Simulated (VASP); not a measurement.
# H15NO6 in VASP: notebook

Runs on H15NO6. Level: PBE+D3(BJ). Tasks: single point.

Everything below comes from runs of VASP 6.6.1. Logs are shortened: lines on timing, memory, paths and dates and some standing lists are left out, and cuts for length are marked.

## 1. The cell of the first run

The cell holds an amorphous packing of atoms, 22 atoms: a = 5.820 Å, b = 5.820 Å, c = 5.820 Å, α = 90.00°, β = 90.00°, γ = 90.00°.

## 2. Single point, PBE+D3(BJ)

The input, INCAR:

```
SYSTEM = H15NO6
PREC     = Accurate       ! precision mode
ENCUT    = 520            ! plane-wave cutoff, eV
EDIFF    = 1E-7           ! SCF threshold, eV
ISMEAR   = -1             ! smearing method
SIGMA    = 0.02           ! smearing width, eV
LREAL    = Auto         
LASPH    = .True.         ! aspherical terms in the spheres
NELM     = 80             ! most SCF steps
ALGO     = Normal         ! electronic algorithm
ISIF     = 2              ! what is computed and relaxed
LWAVE    = .False.        ! write WAVECAR
LCHARG   = .False.        ! write CHGCAR
GGA      = PE             ! functional
IVDW     = 12             ! dispersion correction
NBANDS   = 45             ! bands
```

The input, KPOINTS:

```
regular mesh
0
Gamma
  1 1 1
  0 0 0
```

The input, POSCAR:

```
H15NO6
1.0
    5.8196320000      0.0000000000      0.0000000000
    0.0000000000      5.8196320000      0.0000000000
    0.0000000000      0.0000000000      5.8196320000
O H N
6 15 1
Direct
    0.8815984932      0.4762965527     -0.0353997741
    0.3434562570      0.0818283458      0.3803357320
    0.5594055472      0.4963580001      0.2911694792
    0.0572209252      0.1045886500      0.7555223303
    0.6645492335      0.8476357998      0.6142429191
    0.3268582224      0.7383660280     -0.0461848509
    0.7774390735      0.4666074198      0.0990280602
    1.0097543284      0.5734607944      0.0128728056
    0.4186154305      0.2324911955      0.3529076681
    0.2377035315      0.1082466944      0.5132998164
    0.4673221061      0.5900967902      0.1819846264
    0.6044518546      0.6054119020      0.4155163559
   -0.0032292258      0.2420638867      0.8368980443
   -0.0824128905      0.0195710241      0.7094734273
    0.5826563365      0.8029543286      0.7563732661
    0.5479012678      0.9433009812      0.5283177471
    0.2618428467      0.8926815109     -0.0273275996
    0.2620113804      0.6867325898     -0.1998494889
    0.1462274397      0.4583813104      0.4878450215
   -0.0460053796      0.6337074290      0.5956539282
    0.1497137727      0.7321580536      0.4181884781
    0.1229625491      0.6201182130      0.5506160078
```

Potentials or basis: VASP PAW PBE potentials, release 64 (O, H, N).

On the command line:

```sh
cat potpaw_PBE.64/O/POTCAR potpaw_PBE.64/H/POTCAR potpaw_PBE.64/N/POTCAR > POTCAR
mpirun -np 1 vasp_gam > vasp.out
```

OUTCAR:

```text
SYSTEM = H15NO6
   PREC = Accurate
   ENCUT = 520
   EDIFF = 1E-7
   ISMEAR = -1
   LREAL = Auto
   LASPH = .True.
   NELM = 80
   ISIF = 2
   GGA = PE
   IVDW = 12
 IVDW          = 12

 ion  position               nearest neighbor table
   1  0.882  0.476  0.965-   8 0.98   7 0.99
   2  0.343  0.082  0.380-   9 0.99  10 1.00
   3  0.559  0.496  0.291-  11 0.99  12 1.00
   4  0.057  0.105  0.756-  14 0.99  13 0.99
   5  0.665  0.848  0.614-  15 0.99  16 1.01
   6  0.327  0.738  0.954-  17 0.98  18 1.02
   7  0.777  0.467  0.099-   1 0.99
   8  0.010  0.573  0.013-   1 0.98
   9  0.419  0.232  0.353-   2 0.99
  10  0.238  0.108  0.513-   2 1.00
  11  0.467  0.590  0.182-   3 0.99
  12  0.604  0.605  0.416-   3 1.00
  13  0.997  0.242  0.837-   4 0.99
  14  0.918  0.020  0.709-   4 0.99
  15  0.583  0.803  0.756-   5 0.99
  16  0.548  0.943  0.528-   5 1.01
  17  0.262  0.893  0.973-   6 0.98
  18  0.262  0.687  0.800-   6 1.02
  19  0.146  0.458  0.488-  22 1.02
  20  0.954  0.634  0.596-  22 1.02
  21  0.150  0.732  0.418-  22 1.02
  22  0.123  0.620  0.551-  19 1.02  20 1.02  21 1.02

  LATTYP: Found a simple cubic cell.
 ALAT       =     5.8196320000

  Lattice vectors:

 A1 = (   5.8196320000,   0.0000000000,   0.0000000000)
 A2 = (   0.0000000000,   5.8196320000,   0.0000000000)
 A3 = (   0.0000000000,   0.0000000000,   5.8196320000)

Analysis of symmetry for initial positions (statically):
=====================================================================
 Subroutine PRICEL returns:
 Original cell was already a primitive cell.

 Routine SETGRP: Setting up the symmetry group for a
 simple cubic supercell.

 Subroutine GETGRP returns: Found  1 space group operations
 (whereof  1 operations were pure point group operations)
 out of a pool of 48 trial point group operations.

The static configuration has the point symmetry C_1 .

Analysis of symmetry for dynamics (positions and initial velocities):
=====================================================================
 Subroutine PRICEL returns:
 Original cell was already a primitive cell.

 Routine SETGRP: Setting up the symmetry group for a
 simple cubic supercell.

 Subroutine GETGRP returns: Found  1 space group operations
 (whereof  1 operations were pure point group operations)
 out of a pool of 48 trial point group operations.

[... 117 lines left out ...]
   LREAL  =      T    real-space projection
   EDIFFG = 0.1E-05   stopping-criterion for IOM
   NSW    =      0    number of steps for IOM
   IBRION =     -1    ionic relax: 0-MD 1-quasi-New 2-CG
   NFREE  =      0    steps in history (QN), initial steepest desc. (CG)
   ISIF   =      2    stress and relaxation
   ISYM   =      2    0-nonsym 1-usesym 2-fastsym
   POTIM  = 0.5000    time-step for ionic-motion
   TEBEG  =    0.0;   TEEND  =   0.0 temperature during run
   PSTRESS=    0.0 pullay stress
   NELECT =      56.0000    total number of electrons
   NUPDOWN=      -1.0000    fix difference up-down
   EMIN   =  10.00;   EMAX   =-10.00  energy-range for DOS
   EFERMI =   0.00;   METHOD = LEGACY
   ISMEAR =    -1;   SIGMA  =   0.02  broadening in eV -4-tet -1-fermi 0-gaus
   EFERMI_NEDOS =   21; number of points for ismear=-14 and -15
   IALGO  =     38    algorithm
   IMIX   =      4    mixing-type and parameters
     AMIX     =   0.40;   BMIX     =  1.00
     AMIX_MAG =   1.60;   BMIX_MAG =  1.00
  volume/ion in A,a.u.               =       8.96        60.46
  Fermi-wavevector in a.u.,A,eV,Ry     =   1.076239  2.033796 15.759492  1.158290
  Thomas-Fermi vector in A             =   2.212118
   LORBIT       =      0    0 simple, 1 ext, 2 COOP (PROOUT), +10 PAW based schemes
   GGA     = PE    functional components
   LHFCALC =     F    Hartree Fock is set to
   AEXX    =    0.0000 exact exchange contribution
   IVDW    =    12    specifies the selected vdW correction
   LEPSILON=     F    determine dielectric tensor
   LRPA    =     F    only Hartree local field effects (RPA)
 non-spin polarized calculation
  energy-cutoff  :      520.00
  volume of cell :      197.10
 maximum number of plane-waves:      2689
 NGX is ok and might be reduce to    42
   NGX = 21   NGY = 21   NGZ = 21

 number of electron      56.0000005 magnetization

 Free energy of the ion-electron system (eV)
  ---------------------------------------------------
  ext. energy  EPLUGINS =         0.00000000
  ---------------------------------------------------
  free energy    TOTEN  =      -108.06359363 eV

  energy without entropy =     -108.06359363  energy(sigma->0) =     -108.06359363

 E-fermi :  -2.6903     XC(G=0):  -7.1089

 val. band max:       -3.2460851919   @ k =   0.0000   0.0000   0.0000
 cond. band min:       1.6820789920   @ k =   0.0000   0.0000   0.0000
 fundamental gap:      4.9281641839
 Fermi energy:        -2.6903032710

 k-point     1 :       0.0000    0.0000    0.0000
  band No.  band energies     occupation
      1     -22.2490      2.00000
      2     -21.6652      2.00000
      3     -21.5774      2.00000
      4     -21.4676      2.00000
      5     -21.2513      2.00000
      6     -21.0326      2.00000
[... 32 lines left out ...]
     39       8.2929      0.00000
     40       8.5134      0.00000
 [bands above 40 left out]

------------------------ aborting loop because EDIFF is reached ----------------------------------------

 Edisp (eV)   -0.85530

 E8    (eV) :    -0.1772

  FORCE on cell =-STRESS in cart. coord.  units (eV):
  Direction    XX          YY          ZZ          XY          YZ          ZX
  --------------------------------------------------------------------------------------
  -------------------------------------------------------------------------------------
  Total       0.88793     0.73646    -0.46917    -0.40928     0.10254    -1.33886
  in kB       7.21775     5.98652    -3.81380    -3.32694     0.83353   -10.88327
  external pressure =        3.13 kB  Pullay stress =        0.00 kB

 VOLUME and BASIS-vectors are now :
 -----------------------------------------------------------------------------
  energy-cutoff  :      520.00
  volume of cell :      197.10
      direct lattice vectors                 reciprocal lattice vectors
     5.819632000  0.000000000  0.000000000     0.171832171  0.000000000  0.000000000
     0.000000000  5.819632000  0.000000000     0.000000000  0.171832171  0.000000000
     0.000000000  0.000000000  5.819632000     0.000000000  0.000000000  0.171832171

 POSITION                                       TOTAL-FORCE (eV/Angst)
 -----------------------------------------------------------------------------------
      5.13058      2.77187      5.61362         0.150831     -0.084691      0.020191
      1.99879      0.47621      2.21341         0.058985      0.186583      0.239192
      3.25553      2.88862      1.69450         0.031926      0.141227      0.060526
      0.33300      0.60867      4.39686         0.008734     -0.093943     -0.076900
      3.86743      4.93293      3.57467        -0.133961     -0.014456      0.069292
      1.90219      4.29702      5.55085         0.158619      0.096821      0.264097
[... 14 lines left out ...]
      0.87128      4.26089      2.43370         0.043490     -0.016335      0.070093
      0.71560      3.60886      3.20438        -0.074235     -0.098249     -0.071546
 -----------------------------------------------------------------------------------
    total drift:                               -0.001872      0.000074      0.004064

  FREE ENERGIE OF THE ION-ELECTRON SYSTEM (eV)
  ---------------------------------------------------
  free  energy   TOTEN  =      -108.9188894393 eV

  energy  without entropy=     -108.9188894393  energy(sigma->0) =     -108.91888944
```

stdout:

```text
POSCAR found type information on POSCAR O H N
 POSCAR found :  3 types and      22 ions
 scaLAPACK will be used
 LDA part: xc-table for (Slater+PW92), standard interpolation
 POSCAR, INCAR and KPOINTS ok, starting setup
 FFT: planning ... GRIDC
 FFT: planning ... GRID_SOFT
 FFT: planning ... GRID
 WAVECAR not read
 entering main loop
```

It used 45 s of CPU time on 1 thread of AMD EPYC 7R13 Processor (Zen 3), on a shared host.

What came out:

```
Free energy                : -108.9189 eV
Pressure                   : 0.3 GPa
Largest force              : 0.428 eV/Å
Band gap on the k mesh     : 4.93 eV
Dispersion energy per atom : -0.039 eV
```

Forces on the atoms (eV/Å):
```
O    0.151 -0.085  0.020
O    0.059  0.187  0.239
O    0.032  0.141  0.061
O    0.009 -0.094 -0.077
O   -0.134 -0.014  0.069
O    0.159  0.097  0.264
H   -0.124 -0.014  0.089
H    0.100  0.013 -0.042
H    0.033 -0.036 -0.116
H   -0.027 -0.093 -0.010
H   -0.004 -0.011 -0.096
H   -0.083 -0.097 -0.074
H   -0.058  0.180  0.126
H   -0.046 -0.088 -0.042
H    0.059  0.021 -0.027
H    0.094  0.018 -0.041
H    0.005  0.053 -0.016
H   -0.197 -0.154 -0.347
H    0.004  0.064  0.030
H    0.001  0.028 -0.007
H    0.043 -0.016  0.070
N   -0.074 -0.098 -0.072
```

Caveat: the k points lie up to 1.08 Å⁻¹ apart.

(Part 1 of 2 ends here.)
